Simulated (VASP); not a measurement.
Runs of VASP 6.6.1 on ZrOF2. The structure is that of space group P4/mmm (No. 123), or close to it. The cells are those of the table. 

| task | cell | k mesh | cutoff (eV) | smearing | k mesh for the DOS | occupations for the DOS | gap on the mesh (eV) | pressure (GPa) |
| --- | --- | --- | --- | --- | --- | --- | --- | --- |
| relaxation of cell and atoms | relaxed from a = 3.986, b = 3.986, c = 3.801 Å, 4 atoms | 12 × 12 × 12 | 600 | gaussian 0.1 eV | - | - | none | 0.0 |
| single point | a = 3.990, b = 3.990, c = 3.781 Å, 4 atoms | 12 × 12 × 12 | 520 | methfessel-paxton 0.1 eV | - | - | none | 0.1 |
| single point | a = 3.986, b = 3.986, c = 3.801 Å, 4 atoms | 6 × 6 × 4 | 520 | gaussian 0.1 eV | - | - | none | 0.3 |
| single point | a = 3.990, b = 3.990, c = 3.781 Å, 4 atoms | 12 × 12 × 12 | 520 | gaussian 0.1 eV | - | - | none | (a) |

Alike in all rows: level PBE; potentials or basis VASP PAW PBE potentials, release 64 (Zr_sv, O, F); no spin polarisation.

**Question.** Estimate the missing entries.

**Answer.** (a) 0.2.

Caveats: some runs use coarse meshes.

A k mesh can miss the band edges, and the runs leave out spin-orbit coupling on Zr.

A gap of «none» marks levels without a gap at the run's occupations.
